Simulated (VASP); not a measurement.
# Zn12O (a cell with a defect) in VASP: a series of runs, part 2 of 2

VASP 6.6.1. The steps go on from the part before.

## 3. Single point, PBE

Contents of INCAR:

```
PREC     = Accurate       # precision mode
ENCUT    = 520            # plane-wave cutoff, eV
EDIFF    = 1E-6           # SCF threshold, eV
ISMEAR   = -1             # smearing method
SIGMA    = 0.15           # smearing width, eV
LREAL    = F              # projectors in reciprocal space
LASPH    = T              # aspherical terms in the spheres
NELM     = 60             # most SCF steps
ALGO     = Normal         # electronic algorithm
ISIF     = 2              # what is computed and relaxed
LWAVE    = F              # write WAVECAR
LCHARG   = F              # write CHGCAR
GGA      = PE             # functional
NBANDS   = 87             # bands
```

Contents of KPOINTS:

```
Automatic mesh
0
Gamma
  2 2 2
```

Contents of POSCAR:

```
Zn12O
1.0
    5.3200000000      0.0000000000      0.0000000000
   -3.9900000000      6.9108830000      0.0000000000
    0.0000000000      0.0000000000      4.9369600000
Zn O
12 1
Direct
   -0.0328041298      0.0173639172     -0.0499092559
    0.2223286950      0.2189445256      0.5018067799
   -0.0027835896      0.3579426826     -0.0492610837
    0.1945140208      0.5651665641      0.4871216295
   -0.0035799764      0.6855274500     -0.0072716814
    0.1305257581      0.8666909858      0.5073770093
    0.4730408063      0.0378388695      0.0587203461
    0.7451409963      0.2267293485      0.4500137737
    0.4804859805      0.3155602547      0.0103504991
    0.6722987946      0.5337668139      0.5559899209
    0.4779948675      0.6116873922      0.0654248768
    0.6087658385      0.8623644764      0.4316016334
    0.4755004825      0.8159304679      0.8401728999
```

Potentials or basis: VASP PAW PBE potentials, release 64 (Zn, O).

Launch:

```console
cat potpaw_PBE.64/Zn/POTCAR potpaw_PBE.64/O/POTCAR > POTCAR
mpirun -np 1 vasp_std > vasp.out
```

OUTCAR:

```text
PREC = Accurate
   ENCUT = 520
   EDIFF = 1E-6
   ISMEAR = -1
   LREAL = F
   LASPH = T
   NELM = 60
   ISIF = 2
   GGA = PE

 ion  position               nearest neighbor table
   1  0.967  0.017  0.950-  13 2.35   9 2.59   3 2.64   7 2.67   2 2.67   5 2.74   7 2.77   6 2.83
                            12 2.91  11 3.03
   2  0.222  0.219  0.502-  10 2.47   8 2.58   6 2.60   1 2.67   9 2.70   8 2.76   9 2.78   4 2.84
                             3 2.98
[... 952 lines left out ...]
  energy-cutoff  :      520.00
  volume of cell :      181.51
      direct lattice vectors                 reciprocal lattice vectors
     5.320000000  0.000000000  0.000000000     0.187969925  0.108524482  0.000000000
    -3.990000000  6.910883000  0.000000000     0.000000000  0.144699310  0.000000000
     0.000000000  0.000000000  4.936960000     0.000000000  0.000000000  0.202553798

 POSITION                                       TOTAL-FORCE (eV/Angst)
 -----------------------------------------------------------------------------------
      5.07620      0.12000      4.69056        -0.028961     -0.268721      0.154071
      0.30920      1.51310      2.47740        -0.288411     -0.236488     -0.246605
      3.87700      2.47370      4.69376        -0.241411     -0.828403     -0.121979
     -1.22020      3.90580      2.40490        -0.794610     -1.732522      0.076430
      2.56570      4.73760      4.90106         0.173012     -0.282253      0.241727
     -2.76370      5.98960      2.50490        -0.463154      0.434555     -0.471073
      2.36560      0.26150      0.28990         0.793762     -1.703381     -0.086749
      3.05950      1.56690      2.22170        -0.242981      0.288062      0.402111
      1.29710      2.18080      0.05110        -0.633952      1.460610     -0.112699
      1.44690      3.68880      2.74490         0.204566      0.039961     -0.387603
      0.10230      4.22730      0.32300         0.348280      0.452931      0.138999
     -0.20220      5.95970      2.13080         1.089366      1.420293      0.431775
     -0.72590      5.63880      4.14790         0.084493      0.955355     -0.018404
 -----------------------------------------------------------------------------------
    total drift:                               -0.000051     -0.000255      0.000764

  FREE ENERGIE OF THE ION-ELECTRON SYSTEM (eV)
  ---------------------------------------------------
  free  energy   TOTEN  =       -18.1136551761 eV

  energy  without entropy=      -17.8409451838  energy(sigma->0) =      -17.97730018
```

Wall time 3 min (1 thread of Intel Xeon 6975P-C, shared host); peak memory 0.33 GiB.

What came out:

* Free energy: -18.1137 eV
* Pressure: 9.7 GPa
* Largest force: 1.908 eV/Å
* Band gap on the k mesh: zero (band 75 reaches 3.63 eV, above the bottom of band 76 at 2.99 eV)

Forces in eV/Å, atoms in the order of the input:
```
Zn  -0.029 -0.269  0.154
Zn  -0.288 -0.236 -0.247
Zn  -0.241 -0.828 -0.122
Zn  -0.795 -1.733  0.076
Zn   0.173 -0.282  0.242
Zn  -0.463  0.435 -0.471
Zn   0.794 -1.703 -0.087
Zn  -0.243  0.288  0.402
Zn  -0.634  1.461 -0.113
Zn   0.205  0.040 -0.388
Zn   0.348  0.453  0.139
Zn   1.089  1.420  0.432
O    0.084  0.955 -0.018
```

Stress tensor (GPa, compression positive):
```
 8.56  0.19  0.67
 0.19 10.11  0.02
 0.67  0.02 10.56
```

Caveat: the k points lie up to 0.68 Å⁻¹ apart.

## 4. Single point, PBE

Contents of INCAR:

```
ALGO     = Normal         # electronic algorithm
EDIFF    = 1E-6           # SCF threshold, eV
ENCUT    = 520            # plane-wave cutoff, eV
GGA      = PE             # functional
ISIF     = 2              # what is computed and relaxed
ISMEAR   = -1             # smearing method
LASPH    = T              # aspherical terms in the spheres
LCHARG   = T              # write CHGCAR
LELF     = T              # ELF
LREAL    = F              # projectors in reciprocal space
LVHAR    = T            
LWAVE    = F              # write WAVECAR
NBANDS   = 87             # bands
NELM     = 60             # most SCF steps
PREC     = Accurate       # precision mode
SIGMA    = 0.15           # smearing width, eV
```

Contents of KPOINTS:

```
k-points
0
Gamma
  2 2 2
```

Contents of POSCAR:

```
Zn12O
1.0
    5.3200000000      0.0000000000      0.0000000000
   -3.9900000000      6.9108830000      0.0000000000
    0.0000000000      0.0000000000      4.9369600000
Zn O
12 1
Direct
    0.0524219931      0.0313997502     -0.1120527612
    0.2093079634      0.2472477106      0.4539230620
   -0.0711436390      0.3180490829     -0.0527652645
    0.1576890652      0.5335352950      0.5390564234
   -0.0119839650      0.6420163675      0.0196072077
    0.1439383780      0.8593113210      0.4589463962
    0.4129438096      0.0011431245      0.0511043233
    0.6834546915      0.2169621451      0.4286646033
    0.4747836094      0.3422428075      0.0018634949
    0.6766209769      0.5395547863      0.5496094763
    0.4747526766      0.6408732430      0.0922429997
    0.7214565852      0.9077566499      0.5096253565
    0.6458230089      0.8955584981      0.9306334262
```

Potentials or basis: VASP PAW PBE potentials, release 64 (Zn, O).

Launch:

```console
cat potpaw_PBE.64/Zn/POTCAR potpaw_PBE.64/O/POTCAR > POTCAR
mpirun -np 1 vasp_std > vasp.out
```

OUTCAR:

```text
EDIFF = 1E-6
   ENCUT = 520
   GGA = PE
   ISIF = 2
   ISMEAR = -1
   LASPH = T
   LREAL = F
   NELM = 60
   PREC = Accurate

 ion  position               nearest neighbor table
   1  0.052  0.031  0.888-  13 1.89   7 2.20  12 2.41   9 2.44   2 2.61   3 2.69   6 2.70   5 3.02

   2  0.209  0.247  0.454-  10 2.46   4 2.47   9 2.55   1 2.61   8 2.65  12 2.67   8 2.69   6 2.94
                             9 2.97
   3  0.929  0.318  0.947-   5 2.47   4 2.53   9 2.53   8 2.64   7 2.69   1 2.69   8 2.80   9 2.83
                            11 2.85
[... 948 lines left out ...]
 -----------------------------------------------------------------------------
  energy-cutoff  :      520.00
  volume of cell :      181.51
      direct lattice vectors                 reciprocal lattice vectors
     5.320000000  0.000000000  0.000000000     0.187969925  0.108524482  0.000000000
    -3.990000000  6.910883000  0.000000000     0.000000000  0.144699310  0.000000000
     0.000000000  0.000000000  4.936960000     0.000000000  0.000000000  0.202553798

 POSITION                                       TOTAL-FORCE (eV/Angst)
 -----------------------------------------------------------------------------------
      0.15360      0.21700      4.38376        -0.484498      0.374056      0.146349
      0.12700      1.70870      2.24100        -0.243405     -0.692387     -0.066210
      3.67250      2.19800      4.67646         0.949974      0.141194      0.117283
     -1.28990      3.68720      2.66130         0.027980      0.659206     -0.089411
      2.69460      4.43690      0.09680        -0.392617      0.272173      0.076729
     -2.66290      5.93860      2.26580         0.299538      0.029202      0.515999
      2.19230      0.00790      0.25230         1.305428      0.034837      0.075258
      2.77030      1.49940      2.11630        -0.126941      0.277260      0.459215
      1.16030      2.36520      0.00920         0.006630      0.116353     -0.128525
      1.44680      3.72880      2.71340        -0.159717      0.244664     -0.297941
     -0.03140      4.42900      0.45540        -0.000784     -0.403117      0.149980
      0.21620      6.27340      2.51600        -1.195010     -0.676889     -0.548951
     -0.13750      6.18910      4.59450         0.013422     -0.376550     -0.409775
 -----------------------------------------------------------------------------------
    total drift:                                0.000103      0.000192     -0.000508

  FREE ENERGIE OF THE ION-ELECTRON SYSTEM (eV)
  ---------------------------------------------------
  free  energy   TOTEN  =       -18.6748293309 eV

  energy  without entropy=      -18.4387132698  energy(sigma->0) =      -18.55677130
```

It took 4.2 min on 1 thread of Intel Xeon 6975P-C, shared host; peak memory 0.34 GiB.

What came out:

```yaml
Free_energy: -18.6748 eV
Pressure: 11.3 GPa
Largest_force: 1.479 eV/Å
Band_gap_on_the_k_mesh: zero (band 75 reaches 3.44 eV, above the bottom of band 76 at 2.91 eV)
```

Forces in eV/Å, atoms in the order of the input:
```
Zn  -0.484  0.374  0.146
Zn  -0.243 -0.692 -0.066
Zn   0.950  0.141  0.117
Zn   0.028  0.659 -0.089
Zn  -0.393  0.272  0.077
Zn   0.300  0.029  0.516
Zn   1.305  0.035  0.075
Zn  -0.127  0.277  0.459
Zn   0.007  0.116 -0.129
Zn  -0.160  0.245 -0.298
Zn  -0.001 -0.403  0.150
Zn  -1.195 -0.677 -0.549
O    0.013 -0.377 -0.410
```

Stress tensor (GPa, compression positive):
```
12.77  0.73  0.66
 0.73  8.73  0.30
 0.66  0.30 12.34
```

Caveat: the k points lie up to 0.68 Å⁻¹ apart.
